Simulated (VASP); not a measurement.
# SnO (Pmn2_1) in VASP: notebook

Runs on SnO. Level: LDA. Tasks: single point.

Program: VASP 6.6.1. These are calculated values, not measurements. Logs are shortened: lines on timing, memory, paths and dates and some standing lists are left out, and cuts for length are marked.

### Step 1. The cell of the first run

The structure is orthorhombic, space group Pmn2_1 (No. 31). The conventional cell has a = 3.355 Å, b = 5.674 Å, c = 4.222 Å, α = 90.00°, β = 90.00°, γ = 90.00°. Sn (site symmetry m) has 3 O at 2.15 to 2.16 Å within 2.8 Å. O (site symmetry m) has 3 Sn at 2.15 to 2.16 Å within 2.8 Å.

### Step 2. Single point, LDA

Contents of INCAR:

```
SYSTEM = SnO
ALGO = Normal
EDIFF = 1E-6
ENCUT = 910
GGA = CA
GGA_COMPAT = .False.
ISIF = 2
ISMEAR = 0
LASPH = .True.
LCHARG = .True.
LELF = .True.
LREAL = .False.
LVHAR = .True.
LWAVE = .False.
NBANDS = 28
NELM = 120
PREC = Accurate
SIGMA = 0.05
```

Contents of KPOINTS:

```
k-points
0
Gamma
  8 6 6
  0 0 0
```

Contents of POSCAR:

```
SnO
1.0
    3.3550050000      0.0000000000      0.0000000000
    0.0000000000      5.6741040000      0.0000000000
    0.0000000000      0.0000000000      4.2219700000
Sn O
2 2
Direct
    0.0000000000      0.2319090000      0.5131440000
    0.5000000000      0.7680910000      0.0131440000
    0.0000000000      0.8912500000      0.7368570000
    0.5000000000      0.1087500000      0.2368570000
```

Potentials or basis: VASP PAW LDA potentials, release 64 (Sn_d, O_h).

Launch:

```sh
cat potpaw_LDA.64/Sn_d/POTCAR potpaw_LDA.64/O_h/POTCAR > POTCAR
mpirun -np 1 vasp_std > vasp.out
```

OUTCAR:

```text
SYSTEM = SnO
   EDIFF = 1E-6
   ENCUT = 910
   GGA = CA
   ISIF = 2
   ISMEAR = 0
   LASPH = .True.
   LREAL = .False.
   NELM = 120
   PREC = Accurate

 ion  position               nearest neighbor table
   1  0.000  0.232  0.513-   3 2.15   4 2.16   4 2.16
   2  0.500  0.768  0.013-   4 2.15   3 2.16   3 2.16
   3  0.000  0.891  0.737-   1 2.15   2 2.16   2 2.16
   4  0.500  0.109  0.237-   2 2.15   1 2.16   1 2.16

  LATTYP: Found a simple orthorhombic cell.
 ALAT       =     3.3550050000
 B/A-ratio  =     1.2584094510
 C/A-ratio  =     1.6912356315

  Lattice vectors:

 A1 = (  -3.3550050000,   0.0000000000,   0.0000000000)
 A2 = (   0.0000000000,   0.0000000000,   4.2219700000)
 A3 = (   0.0000000000,   5.6741040000,   0.0000000000)

Analysis of symmetry for initial positions (statically):
=====================================================================
 Subroutine PRICEL returns:
 Original cell was already a primitive cell.

 Routine SETGRP: Setting up the symmetry group for a
 simple orthorhombic supercell.

 Subroutine GETGRP returns: Found  4 space group operations
 (whereof  2 operations were pure point group operations)
 out of a pool of  8 trial point group operations.

The static configuration has the point symmetry C_1h.
 The point group associated with its full space group is C_2v.

Analysis of symmetry for dynamics (positions and initial velocities):
=====================================================================
 Subroutine PRICEL returns:
 Original cell was already a primitive cell.

 Routine SETGRP: Setting up the symmetry group for a
 simple orthorhombic supercell.

 Subroutine GETGRP returns: Found  4 space group operations
 (whereof  2 operations were pure point group operations)
 out of a pool of  8 trial point group operations.

The dynamic configuration has the point symmetry C_1h.
 The point group associated with its full space group is C_2v.

 Subroutine INISYM returns: Found  4 space group operations
 (whereof  2 operations are pure point group operations),
 and found     1 'primitive' translations

----------------------------------------------------------------------------------------

                                     Primitive cell

  volume of cell :      80.3722

  direct lattice vectors                    reciprocal lattice vectors
     3.355005000  0.000000000  0.000000000     0.298062149  0.000000000  0.000000000
     0.000000000  5.674104000  0.000000000     0.000000000  0.176239279  0.000000000
     0.000000000  0.000000000  4.221970000     0.000000000  0.000000000  0.236856254

[... 90 lines left out ...]
   NSW    =      0    number of steps for IOM
   IBRION =     -1    ionic relax: 0-MD 1-quasi-New 2-CG
   NFREE  =      0    steps in history (QN), initial steepest desc. (CG)
   ISIF   =      2    stress and relaxation
   ISYM   =      2    0-nonsym 1-usesym 2-fastsym
   POTIM  = 0.5000    time-step for ionic-motion
   TEBEG  =    0.0;   TEEND  =   0.0 temperature during run
   PSTRESS=    0.0 pullay stress
   NELECT =      40.0000    total number of electrons
   NUPDOWN=      -1.0000    fix difference up-down
   EMIN   =  10.00;   EMAX   =-10.00  energy-range for DOS
   EFERMI =   0.00;   METHOD = LEGACY
   ISMEAR =     0;   SIGMA  =   0.05  broadening in eV -4-tet -1-fermi 0-gaus
   EFERMI_NEDOS =   21; number of points for ismear=-14 and -15
   IALGO  =     38    algorithm
   IMIX   =      4    mixing-type and parameters
     AMIX     =   0.40;   BMIX     =  1.00
     AMIX_MAG =   1.60;   BMIX_MAG =  1.00
  volume/ion in A,a.u.               =      20.09       135.59
  Fermi-wavevector in a.u.,A,eV,Ry     =   1.297357  2.451650 22.900458  1.683136
  Thomas-Fermi vector in A             =   2.428755
   LORBIT       =      0    0 simple, 1 ext, 2 COOP (PROOUT), +10 PAW based schemes
   GGA     = CA    functional components
   LHFCALC =     F    Hartree Fock is set to
   AEXX    =    0.0000 exact exchange contribution
   IVDW    =     0    specifies the selected vdW correction
   LEPSILON=     F    determine dielectric tensor
   LRPA    =     F    only Hartree local field effects (RPA)
 non-spin polarized calculation
 Gauss-broadening in eV      SIGMA  =   0.05
  energy-cutoff  :      910.00
  volume of cell :       80.37
 maximum number of plane-waves:      5044
 NGX is ok and might be reduce to    36
   NGX = 17   NGY = 27   NGZ = 21

 number of electron      39.9999997 magnetization

 Free energy of the ion-electron system (eV)
  ---------------------------------------------------
  ext. energy  EPLUGINS =         0.00000000
  ---------------------------------------------------
  free energy    TOTEN  =       -25.20075991 eV

  energy without entropy =      -25.20075991  energy(sigma->0) =      -25.20075991

 E-fermi :   4.9421     XC(G=0):  -9.9680

 val. band max:        4.7181057875   @ k =   0.0000   0.0000   0.0000
 cond. band min:       6.0737840982   @ k =   0.3750   0.5000   0.0000
 fundamental gap:      1.3556783107
 Fermi energy:         4.9420756962

 k-point     1 :       0.0000    0.0000    0.0000
  band No.  band energies     occupation
      1     -16.3564      2.00000
      2     -16.0501      2.00000
      3     -15.9641      2.00000
      4     -15.9400      2.00000
      5     -15.9131      2.00000
      6     -15.8799      2.00000
[... 733 lines left out ...]
     27      13.6900      0.00000
     28      14.6957      0.00000

 [... further k-points ...]

------------------------ aborting loop because EDIFF is reached ----------------------------------------

  FORCE on cell =-STRESS in cart. coord.  units (eV):
  Direction    XX          YY          ZZ          XY          YZ          ZX
  --------------------------------------------------------------------------------------
  -------------------------------------------------------------------------------------
  Total       -3.1373366     -2.5028979     -2.3837515      0.0000000      0.0000000      0.0000000
  in kB      -62.5411839    -49.8939761    -47.5188533      0.0000000      0.0000000      0.0000000
  external PRESSURE =     -53.3180044 kB  Pullay stress =       0.0000000 kB

 VOLUME and BASIS-vectors are now :
 -----------------------------------------------------------------------------
  energy-cutoff  :      910.00
  volume of cell :       80.37
      direct lattice vectors                 reciprocal lattice vectors
     3.355005000  0.000000000  0.000000000     0.298062149  0.000000000  0.000000000
     0.000000000  5.674104000  0.000000000     0.000000000  0.176239279  0.000000000
     0.000000000  0.000000000  4.221970000     0.000000000  0.000000000  0.236856254

 POSITION                                       TOTAL-FORCE (eV/Angst)
 -----------------------------------------------------------------------------------
      0.00000      1.31588      2.16648         0.000000     -0.626004     -0.192689
      1.67750      4.35823      0.05549         0.000000      0.626004     -0.192689
      0.00000      5.05705      3.11099         0.000000      0.174826      0.192689
      1.67750      0.61706      1.00000         0.000000     -0.174826      0.192689
 -----------------------------------------------------------------------------------
    total drift:                                0.000000      0.000000     -0.000525

  FREE ENERGIE OF THE ION-ELECTRON SYSTEM (eV)
  ---------------------------------------------------
  free  energy   TOTEN  =       -25.2007599146 eV

  energy  without entropy=      -25.2007599146  energy(sigma->0) =      -25.20075991
```

OSZICAR:

```text
N       E                     dE             d eps       ncg     rms          rms(c)
DAV:   1     0.539401794374E+03    0.53940E+03   -0.27177E+04  4572   0.293E+03
DAV:   2     0.893876871694E+02   -0.45001E+03   -0.43423E+03  4568   0.698E+02
DAV:   3    -0.186300532153E+02   -0.10802E+03   -0.10402E+03  5660   0.228E+02
DAV:   4    -0.286896196322E+02   -0.10060E+02   -0.99080E+01  5264   0.708E+01
DAV:   5    -0.290464977685E+02   -0.35688E+00   -0.35618E+00  5324   0.138E+01    0.117E+01
DAV:   6    -0.253631976592E+02    0.36833E+01   -0.16179E+01  7508   0.471E+01    0.550E+00
DAV:   7    -0.252696164403E+02    0.93581E-01   -0.22998E+00  5244   0.909E+00    0.269E+00
DAV:   8    -0.252159188909E+02    0.53698E-01   -0.47840E-01  5448   0.455E+00    0.856E-01
DAV:   9    -0.252000717649E+02    0.15847E-01   -0.48621E-02  7520   0.226E+00    0.270E-01
DAV:  10    -0.252011095782E+02   -0.10378E-02   -0.73652E-03  5716   0.746E-01    0.134E-01
DAV:  11    -0.252007480749E+02    0.36150E-03   -0.16700E-03  7552   0.383E-01    0.242E-02
DAV:  12    -0.252007647396E+02   -0.16665E-04   -0.20109E-04  4776   0.955E-02    0.269E-02
DAV:  13    -0.252007601897E+02    0.45499E-05   -0.19197E-05  5804   0.330E-02    0.789E-03
DAV:  14    -0.252007599146E+02    0.27512E-06   -0.13156E-06  3020   0.776E-03
   1 F= -.25200760E+02 E0= -.25200760E+02  d E =-.308843E-12
```

stdout:

```text
POSCAR found type information on POSCAR SnO
 POSCAR found :  2 types and       4 ions
 scaLAPACK will be used
 LDA part: xc-table for (Slater(with rela. corr.)+CA(PZ))
 , standard interpolation
 POSCAR, INCAR and KPOINTS ok, starting setup
 FFT: planning ... GRIDC
 FFT: planning ... GRID_SOFT
 FFT: planning ... GRID
 WAVECAR not read
 entering main loop
```

Wall time 2.3 min (1 thread of Intel Xeon 6975P-C (Granite Rapids), shared host); peak memory 0.46 GiB.

What came out:

* Free energy: -25.2008 eV
* Pressure: -5.3 GPa
* Largest force: 0.655 eV/Å
* Band gap on the k mesh: 1.36 eV (least direct gap 2.00 eV)

Forces on the atoms (eV/Å):
```
Sn   0.000 -0.626 -0.193
Sn   0.000  0.626 -0.193
O    0.000  0.175  0.193
O    0.000 -0.175  0.193
```

Caveat: the cutoff is under 1.25 times the usual one of these potentials, so pressure, stress and relaxed cells hold a basis-set (Pulay) error; the cell stands under tension; spin-orbit coupling is left out, which moves the levels of the heavy elements. A k mesh can miss the band edges.

### Step 3. Single point, LDA

Contents of INCAR:

```
ALGO = Normal
EDIFF = 1E-6
ENCUT = 910
GGA = CA
GGA_COMPAT = False
ISIF = 2
ISMEAR = 0
LASPH = True
LCHARG = False
LREAL = False
LWAVE = False
NBANDS = 28
NELM = 120
PREC = Accurate
SIGMA = 0.05
```

Contents of KPOINTS:

```
k-points
0
Gamma
  10 6 8
```

POSCAR is that of step 2.

Potentials or basis: VASP PAW LDA potentials, release 64 (Sn_d, O_h).

Launch:

```sh
cat potpaw_LDA.64/Sn_d/POTCAR potpaw_LDA.64/O_h/POTCAR > POTCAR
mpirun -np 1 vasp_std > vasp.out
```

It took 8.3 min on 1 thread of Intel Xeon Platinum 8259CL at 2.50GHz (Skylake/Cascade Lake), shared host; peak memory 0.6 GiB.

The run converged. Its results:

| Property | Result |
| --- | --- |
| Free energy | -25.2008 eV |
| Pressure | -5.3 GPa |
| Largest force | 0.655 eV/Å |
| Band gap on the k mesh | 1.31 eV (least direct gap 1.95 eV) |

Forces on the atoms (eV/Å):
```
Sn   0.000 -0.626 -0.193
Sn   0.000  0.626 -0.193
O    0.000  0.175  0.193
O    0.000 -0.175  0.193
```

Stress tensor (GPa, compression positive):
```
-6.25  0.00  0.00
 0.00 -5.00  0.00
 0.00  0.00 -4.75
```

Levels at points of the mesh, in eV from the valence-band top:
```csv
k point,band 17,band 18,band 19,band 20,band 21,band 22,band 23,band 24
"(0.00, 0.00, 0.00)",-3.49,-2.62,-2.03,0.00,2.59,3.12,5.81,5.81
"(0.50, 0.00, 0.00)",-2.56,-2.56,-1.25,-1.25,2.54,2.54,5.46,5.46
"(0.00, 0.50, 0.00)",-3.78,-2.65,-1.58,-1.35,3.25,3.86,4.81,4.92
"(0.50, 0.50, 0.00)",-2.64,-2.64,-0.90,-0.90,1.85,1.85,6.19,6.19
"(0.00, 0.00, 0.50)",-3.19,-3.19,-1.65,-1.65,2.60,2.60,5.16,5.16
"(0.50, 0.00, 0.50)",-3.14,-3.14,-1.07,-1.07,2.08,2.08,4.53,4.53
"(0.00, 0.50, 0.50)",-2.91,-2.91,-1.50,-1.50,1.88,1.88,5.87,5.87
"(0.50, 0.50, 0.50)",-3.42,-3.42,-0.43,-0.43,2.41,2.41,4.09,4.09
```

Caveat: the cutoff is under 1.25 times the usual one of these potentials, so pressure, stress and relaxed cells hold a basis-set (Pulay) error; the cell stands under tension; spin-orbit coupling is left out, which moves the levels of the heavy elements. A k mesh can miss the band edges.
